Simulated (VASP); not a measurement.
# Sn (I4/mmm) in VASP: notebook, part 2 of 3

VASP 6.6.1. Earlier steps stand in the parts before.

### Step 3. Single point, r2SCAN

This run uses another cell than the first one, of 26.26 Å³/atom.

POSCAR reads:

```
Sn
1.0
   -2.0017645706      2.0017645706      1.6383145356
    2.0017645706     -2.0017645706      1.6383145356
    2.0017645706      2.0017645706     -1.6383145356
Sn
1
Direct
    0.0000000000      0.0000000000      0.0000000000
```

INCAR.step1 reads:

```
SYSTEM = Sn
ALGO     = Normal         ! electronic algorithm
EDIFF    = 1E-4           ! SCF threshold, eV
ENCUT    = 520            ! plane-wave cutoff, eV
GGA      = PE             ! functional
ISMEAR   = -1             ! smearing method
LASPH    = .True.         ! aspherical terms in the spheres
LCHARG   = .False.        ! write CHGCAR
LREAL    = .False.        ! projectors in reciprocal space
LWAVE    = .True.         ! write WAVECAR
NBANDS   = 13             ! bands
NELM     = 60             ! most SCF steps
PREC     = Accurate       ! precision mode
SIGMA    = 0.05           ! smearing width, eV
```

INCAR.step2 reads:

```
SYSTEM = Sn
ALGO     = Normal         ! electronic algorithm
EDIFF    = 1E-6           ! SCF threshold, eV
ENCUT    = 520            ! plane-wave cutoff, eV
ISIF     = 2              ! what is computed and relaxed
ISMEAR   = -1             ! smearing method
ISTART   = 1            
LASPH    = .True.         ! aspherical terms in the spheres
LCHARG   = .False.        ! write CHGCAR
LMIXTAU  = .True.       
LREAL    = .False.        ! projectors in reciprocal space
LWAVE    = .False.        ! write WAVECAR
METAGGA  = R2SCAN         ! meta-GGA
NBANDS   = 13             ! bands
NELM     = 60             ! most SCF steps
PREC     = Accurate       ! precision mode
SIGMA    = 0.05           ! smearing width, eV
```

KPOINTS reads:

```
k-points
0
Gamma
  10 10 10
  0 0 0
```

Potentials or basis: VASP PAW PBE potentials, release 64 (Sn_d).

Command:

```bash
> cat potpaw_PBE.64/Sn_d/POTCAR > POTCAR
> cp INCAR.step1 INCAR
> mpirun -np 1 vasp_std > vasp.out
> cp INCAR.step2 INCAR
> mpirun -np 1 vasp_std > vasp.out
```

OUTCAR:

```text
SYSTEM = Sn
   EDIFF = 1E-6
   ENCUT = 520
   ISIF = 2
   ISMEAR = -1
   ISTART = 1
   LASPH = .True.
   LREAL = .False.
   METAGGA = R2SCAN
   NELM = 60
   PREC = Accurate

 ion  position               nearest neighbor table
   1  0.000  0.000  0.000-

  LATTYP: Found a body centered tetragonal cell.
 ALAT       =     4.0035291412
 C/A-ratio  =     0.8184351745

  Lattice vectors:

 A1 = (  -2.0017645706,   2.0017645706,   1.6383145356)
 A2 = (   2.0017645706,  -2.0017645706,   1.6383145356)
 A3 = (   2.0017645706,   2.0017645706,  -1.6383145356)

Analysis of symmetry for initial positions (statically):
=====================================================================
 Subroutine PRICEL returns:
 Original cell was already a primitive cell.

 Routine SETGRP: Setting up the symmetry group for a
 body centered tetragonal supercell.

 Subroutine GETGRP returns: Found 16 space group operations
 (whereof 16 operations were pure point group operations)
 out of a pool of 16 trial point group operations.

The static configuration has the point symmetry D_4h.

Analysis of symmetry for dynamics (positions and initial velocities):
[... 169 lines left out ...]
      5     -13.6374      2.00000
      6      -3.4986      2.00000
      7      15.8757      0.00000
      8      15.8757      0.00000
      9      18.8825      0.00000
     10      19.2740      0.00000
     11      21.0204      0.00000
     12      21.8696      0.00000
     13      21.8696      0.00000
[... 354 lines left out ...]
  band No.  band energies     occupation
      1     -13.8439      2.00000
      2     -13.7451      2.00000
      3     -13.7117      2.00000
      4     -13.6746      2.00000
      5     -13.6486      2.00000
      6       2.1344      2.00000
      7       5.6048      2.00000
      8       7.2268      2.00000
      9      13.2815      0.00000
     10      18.3547      0.00000
     11      20.6219      0.00000
     12      25.7077      0.00000
     13      26.0953      0.00000

 [... further k-points ...]

------------------------ aborting loop because EDIFF is reached ----------------------------------------

  FORCE on cell =-STRESS in cart. coord.  units (eV):
  Direction    XX          YY          ZZ          XY          YZ          ZX
  --------------------------------------------------------------------------------------
  -------------------------------------------------------------------------------------
  Total        0.2166680      0.2166680      0.4312484      0.0000000     -0.0000000      0.0000000
  in kB       13.2197120     13.2197120     26.3120597      0.0000000     -0.0000000      0.0000000
  external PRESSURE =      17.5838279 kB  Pullay stress =       0.0000000 kB

 VOLUME and BASIS-vectors are now :
 -----------------------------------------------------------------------------
  energy-cutoff  :      520.00
  volume of cell :       26.26
      direct lattice vectors                 reciprocal lattice vectors
    -2.001764571  2.001764571  1.638314536     0.000000000  0.249779623  0.305191701
     2.001764571 -2.001764571  1.638314536     0.249779623  0.000000000  0.305191701
     2.001764571  2.001764571 -1.638314536     0.249779623  0.249779623  0.000000000

 POSITION                                       TOTAL-FORCE (eV/Angst)
 -----------------------------------------------------------------------------------
      0.00000      0.00000      0.00000        -0.000000      0.000000      0.000000
 -----------------------------------------------------------------------------------
    total drift:                               -0.000000      0.000000      0.000000

  FREE ENERGIE OF THE ION-ELECTRON SYSTEM (eV)
  ---------------------------------------------------
  free  energy   TOTEN  =       -24.5095748323 eV

  energy  without entropy=      -24.5059715432  energy(sigma->0) =      -24.50777319
```

OSZICAR.step1:

```text
N       E                     dE             d eps       ncg     rms          rms(c)
DAV:   1     0.810602450454E+02    0.81060E+02   -0.71856E+03  2725   0.164E+03
DAV:   2     0.181292439051E+01   -0.79247E+02   -0.76656E+02  2847   0.337E+02
DAV:   3    -0.366241798421E+01   -0.54753E+01   -0.54558E+01  3077   0.735E+01
DAV:   4    -0.377613245928E+01   -0.11371E+00   -0.11369E+00  3188   0.112E+01
DAV:   5    -0.378004123151E+01   -0.39088E-02   -0.39087E-02  3404   0.204E+00    0.144E+00
DAV:   6    -0.376949973353E+01    0.10541E-01   -0.10612E-02  3367   0.182E+00    0.802E-01
DAV:   7    -0.376589189835E+01    0.36078E-02   -0.70161E-03  3337   0.142E+00    0.103E-01
DAV:   8    -0.376574903059E+01    0.14287E-03   -0.71832E-04  3262   0.453E-01    0.231E-02
DAV:   9    -0.376574797953E+01    0.10511E-05   -0.11012E-05  1676   0.493E-02
   1 F= -.37657480E+01 E0= -.37637336E+01  d E =-.402876E-02
```

Wall time 2 min (1 thread of Intel Xeon 8259CL, shared host); peak memory 0.17 GiB.

Results:

```yaml
Free_energy: -24.5096 eV
Pressure: 1.8 GPa
Band_gap_on_the_k_mesh: zero (bands 7 and 8 overlap by 9.71 eV)
```

Levels at points of the mesh, in eV from the Fermi level:
```csv
k point,band 3,band 4,band 5,band 6,band 7,band 8,band 9,band 10,band 11,band 12
"(0.00, 0.00, 0.00)",-22.20,-22.20,-22.06,-11.92,7.46,7.46,10.46,10.85,12.60,13.45
"(0.50, 0.00, 0.00)",-22.11,-22.03,-22.00,-5.94,-4.64,3.30,4.80,7.79,8.03,14.90
"(0.50, 0.50, 0.00)",-22.17,-22.11,-22.01,-7.68,-5.16,6.38,8.58,11.29,11.73,12.73
"(0.50, 0.50, 0.50)",-22.03,-22.03,-21.99,-3.16,-1.85,-1.85,2.75,3.42,6.57,20.09
```

Caveat: the PAW data sets were made with another functional, which shifts forces and pressure a little; spin-orbit coupling is left out, which moves the levels of the heavy elements.

### Step 4. Single point, r2SCAN

This run uses another cell than the first one, of 26.81 Å³/atom.

POSCAR reads:

```
Sn
1.0
   -2.0155702798      2.0155702798      1.6496136136
    2.0155702798     -2.0155702798      1.6496136136
    2.0155702798      2.0155702798     -1.6496136136
Sn
1
Direct
    0.0000000000      0.0000000000      0.0000000000
```

INCAR.step1 reads:

```
ALGO = Normal
EDIFF = 1E-4
ENCUT = 520
GGA = PE
ISMEAR = -1
LASPH = T
LCHARG = F
LREAL = F
LWAVE = T
NBANDS = 13
NELM = 100
PREC = Accurate
SIGMA = 0.05
```

INCAR.step2 reads:

```
ALGO = Normal
EDIFF = 1E-7
ENCUT = 520
ISIF = 2
ISMEAR = -1
ISTART = 1
LASPH = T
LCHARG = T
LELF = T
LMIXTAU = T
LREAL = F
LVHAR = T
LWAVE = F
METAGGA = R2SCAN
NBANDS = 13
NELM = 100
PREC = Accurate
SIGMA = 0.05
```

KPOINTS reads:

```
k-points
0
Gamma
  10 10 10
```

Potentials or basis: VASP PAW PBE potentials, release 64 (Sn_d).

Command:

```bash
> cat potpaw_PBE.64/Sn_d/POTCAR > POTCAR
> cp INCAR.step1 INCAR
> mpirun -np 1 vasp_std > vasp.out
> cp INCAR.step2 INCAR
> mpirun -np 1 vasp_std > vasp.out
```

OUTCAR:

```text
EDIFF = 1E-7
   ENCUT = 520
   ISIF = 2
   ISMEAR = -1
   ISTART = 1
   LASPH = T
   LREAL = F
   METAGGA = R2SCAN
   NELM = 100
   PREC = Accurate

 ion  position               nearest neighbor table
   1  0.000  0.000  0.000-

  LATTYP: Found a body centered tetragonal cell.
 ALAT       =     4.0311405596
 C/A-ratio  =     0.8184351745

  Lattice vectors:

 A1 = (  -2.0155702798,   2.0155702798,   1.6496136136)
 A2 = (   2.0155702798,  -2.0155702798,   1.6496136136)
 A3 = (   2.0155702798,   2.0155702798,  -1.6496136136)

Analysis of symmetry for initial positions (statically):
=====================================================================
 Subroutine PRICEL returns:
 Original cell was already a primitive cell.

 Routine SETGRP: Setting up the symmetry group for a
 body centered tetragonal supercell.

 Subroutine GETGRP returns: Found 16 space group operations
 (whereof 16 operations were pure point group operations)
 out of a pool of 16 trial point group operations.

The static configuration has the point symmetry D_4h.

Analysis of symmetry for dynamics (positions and initial velocities):
=====================================================================
 Subroutine PRICEL returns:
 Original cell was already a primitive cell.

 Routine SETGRP: Setting up the symmetry group for a
 body centered tetragonal supercell.

 Subroutine GETGRP returns: Found 16 space group operations
 (whereof 16 operations were pure point group operations)
 out of a pool of 16 trial point group operations.

The dynamic configuration has the point symmetry D_4h.

 Subroutine INISYM returns: Found 16 space group operations
 (whereof 16 operations are pure point group operations),
 and found     1 'primitive' translations

----------------------------------------------------------------------------------------

[... 114 lines left out ...]
   LORBIT       =      0    0 simple, 1 ext, 2 COOP (PROOUT), +10 PAW based schemes
   METAGGA = R2SCAN    functional components
   LHFCALC =     F    Hartree Fock is set to
   AEXX    =    0.0000 exact exchange contribution
   IVDW    =     0    specifies the selected vdW correction
   LEPSILON=     F    determine dielectric tensor
   LRPA    =     F    only Hartree local field effects (RPA)
 non-spin polarized calculation
  energy-cutoff  :      520.00
  volume of cell :       26.81
 maximum number of plane-waves:       736
   NGX = 13   NGY = 13   NGZ = 13

 number of electron      14.0000005 magnetization

 Free energy of the ion-electron system (eV)
  ---------------------------------------------------
  ext. energy  EPLUGINS =         0.00000000
  ---------------------------------------------------
  free energy    TOTEN  =       -24.51373027 eV

  energy without entropy =      -24.50982676  energy(sigma->0) =      -24.51177851

 E-fermi :   8.1489     XC(G=0): -11.3253

 val. band max:        8.0415200520   @ k =   0.2000   0.2000  -0.0000
 cond. band min:       8.1586915211   @ k =  -0.2000   0.4000   0.1000
 fundamental gap:      0.1171714691
 Fermi energy:         8.1488750312

 k-point     1 :       0.0000    0.0000    0.0000
  band No.  band energies     occupation
      1     -14.1160      2.00000
      2     -14.0278      2.00000
      3     -14.0277      2.00000
      4     -14.0239      2.00000
      5     -13.8919      2.00000
      6      -3.5947      2.00000
      7      15.4734      0.00000
      8      15.4734      0.00000
      9      18.3653      0.00000
     10      18.9009      0.00000
     11      20.6189      0.00000
     12      21.5410      0.00000
     13      21.5410      0.00000
[... 354 lines left out ...]
  band No.  band energies     occupation
      1     -14.0849      2.00000
      2     -13.9919      2.00000
      3     -13.9611      2.00000
      4     -13.9264      2.00000
      5     -13.9018      2.00000
      6       1.9055      2.00000
      7       5.4105      2.00000
      8       6.9934      2.00000
      9      12.9505      0.00000
     10      17.9736      0.00000
     11      20.2618      0.00000
     12      25.2271      0.00000
     13      25.6458      0.00000

 [... further k-points ...]

------------------------ aborting loop because EDIFF is reached ----------------------------------------

  FORCE on cell =-STRESS in cart. coord.  units (eV):
  Direction    XX          YY          ZZ          XY          YZ          ZX
  --------------------------------------------------------------------------------------
  -------------------------------------------------------------------------------------
  Total        0.0363573      0.0363573      0.2027087      0.0000000      0.0000000      0.0000000
  in kB        2.1730230      2.1730230     12.1156004      0.0000000      0.0000000      0.0000000
  external PRESSURE =       5.4872154 kB  Pullay stress =       0.0000000 kB

 VOLUME and BASIS-vectors are now :
 -----------------------------------------------------------------------------
  energy-cutoff  :      520.00
  volume of cell :       26.81
      direct lattice vectors                 reciprocal lattice vectors
    -2.015570280  2.015570280  1.649613614     0.000000000  0.248068750  0.303101281
     2.015570280 -2.015570280  1.649613614     0.248068750  0.000000000  0.303101281
     2.015570280  2.015570280 -1.649613614     0.248068750  0.248068750  0.000000000

 POSITION                                       TOTAL-FORCE (eV/Angst)
 -----------------------------------------------------------------------------------
      0.00000      0.00000      0.00000         0.000000      0.000000      0.000000
 -----------------------------------------------------------------------------------
    total drift:                               -0.000000      0.000000      0.000000

  FREE ENERGIE OF THE ION-ELECTRON SYSTEM (eV)
  ---------------------------------------------------
  free  energy   TOTEN  =       -24.5137302683 eV

  energy  without entropy=      -24.5098267582  energy(sigma->0) =      -24.51177851
```

OUTCAR.step1:

```text
EDIFF = 1E-4
   ENCUT = 520
   GGA = PE
   ISMEAR = -1
   LASPH = T
   LREAL = F
[... 598 lines left out ...]

 POSITION                                       TOTAL-FORCE (eV/Angst)
 -----------------------------------------------------------------------------------
      0.00000      0.00000      0.00000         0.000000     -0.000000      0.000000
 -----------------------------------------------------------------------------------
    total drift:                                0.000000      0.000000     -0.000000

  FREE ENERGIE OF THE ION-ELECTRON SYSTEM (eV)
  ---------------------------------------------------
  free  energy   TOTEN  =        -3.7743775197 eV

  energy  without entropy=       -3.7699753824  energy(sigma->0) =       -3.77217645
```

OSZICAR.step1:

```text
N       E                     dE             d eps       ncg     rms          rms(c)
DAV:   1     0.811927039035E+02    0.81193E+02   -0.72763E+03  2756   0.162E+03
DAV:   2     0.179159076587E+01   -0.79401E+02   -0.76880E+02  2847   0.344E+02
DAV:   3    -0.367578129420E+01   -0.54674E+01   -0.54502E+01  3112   0.732E+01
DAV:   4    -0.378411609572E+01   -0.10833E+00   -0.10831E+00  3165   0.110E+01
DAV:   5    -0.378783408275E+01   -0.37180E-02   -0.37179E-02  3447   0.197E+00    0.139E+00
DAV:   6    -0.377783030478E+01    0.10004E-01   -0.10451E-02  3355   0.178E+00    0.771E-01
DAV:   7    -0.377450747585E+01    0.33228E-02   -0.68788E-03  3322   0.139E+00    0.101E-01
DAV:   8    -0.377437811691E+01    0.12936E-03   -0.70259E-04  3242   0.444E-01    0.231E-02
DAV:   9    -0.377437751966E+01    0.59724E-06   -0.10458E-05  1686   0.469E-02
   1 F= -.37743775E+01 E0= -.37721765E+01  d E =-.440214E-02
```

Run time: 1.8 min. Hardware: 1 thread of Intel Xeon 8259CL, shared host; peak memory 0.16 GiB.

Results:

* Free energy: -24.5137 eV
* Pressure: 0.5 GPa
* Band gap on the k mesh: zero (bands 7 and 8 overlap by 9.50 eV)

Caveat: the PAW data sets were made with another functional, which shifts forces and pressure a little; spin-orbit coupling is left out, which moves the levels of the heavy elements.

### Step 5. Single point, r2SCAN

This run uses another cell than the first one, of 28.45 Å³/atom.

POSCAR reads:

```
Sn
1.0
   -2.0558923339      2.0558923339      1.6826146010
    2.0558923339     -2.0558923339      1.6826146010
    2.0558923339      2.0558923339     -1.6826146010
Sn
1
Direct
    0.0000000000      0.0000000000      0.0000000000
```

INCAR.step1 reads:

```
SYSTEM = Sn
PREC = Accurate ; ENCUT = 520
ISMEAR = -1 ; SIGMA = 0.05
LREAL = .FALSE. ; LASPH = .TRUE.
NELM = 100 ; NBANDS = 13
GGA = PE ; ALGO = Normal
EDIFF = 1E-4 ; LWAVE = .TRUE.
LCHARG = .FALSE.
```

INCAR.step2 reads:

```
SYSTEM = Sn
PREC = Accurate ; ENCUT = 520
EDIFF = 1E-6 ; ISMEAR = -1
SIGMA = 0.05 ; LREAL = .FALSE.
LASPH = .TRUE. ; NELM = 100
ALGO = Normal ; ISIF = 2
LWAVE = .FALSE. ; LCHARG = .FALSE.
METAGGA = R2SCAN ; LMIXTAU = .TRUE.
NBANDS = 13 ; ISTART = 1
```

KPOINTS reads:

```
Automatic mesh
0
G
  10 10 10
  0 0 0
```

Command:

```bash
> cat potpaw_PBE.64/Sn_d/POTCAR > POTCAR
> cp INCAR.step1 INCAR
> mpirun -np 1 vasp_std > vasp.out
> cp INCAR.step2 INCAR
> mpirun -np 1 vasp_std > vasp.out
```

It took 3.5 min on 1 thread of Intel Xeon 8259CL, shared host; peak memory 0.19 GiB.

It converged, with:

- Free energy: -24.5050 eV
- Pressure: -2.2 GPa
- Band gap on the k mesh: zero (bands 7 and 8 overlap by 8.90 eV)

Levels at points of the mesh, in eV from the Fermi level:
| k point | band 3 | band 4 | band 5 | band 6 | band 7 | band 8 | band 9 | band 10 | band 11 | band 12 |
| --- | --- | --- | --- | --- | --- | --- | --- | --- | --- | --- |
| (0.00, 0.00, 0.00) | -22.14 | -22.13 | -22.02 | -11.29 | 6.92 | 6.92 | 9.51 | 10.45 | 12.07 | 13.21 |
| (0.50, 0.00, 0.00) | -22.06 | -22.00 | -21.98 | -5.90 | -4.21 | 3.10 | 4.57 | 7.61 | 7.65 | 14.45 |
| (0.50, 0.50, 0.00) | -22.10 | -22.07 | -21.98 | -7.48 | -4.68 | 5.91 | 7.98 | 10.70 | 11.34 | 12.44 |
| (0.50, 0.50, 0.50) | -22.00 | -22.00 | -21.97 | -3.48 | -1.64 | -1.64 | 2.62 | 3.56 | 6.40 | 19.65 |

Caveat: the PAW data sets were made with another functional, which shifts forces and pressure a little; spin-orbit coupling is left out, which moves the levels of the heavy elements.

[end of part 2 of 3]
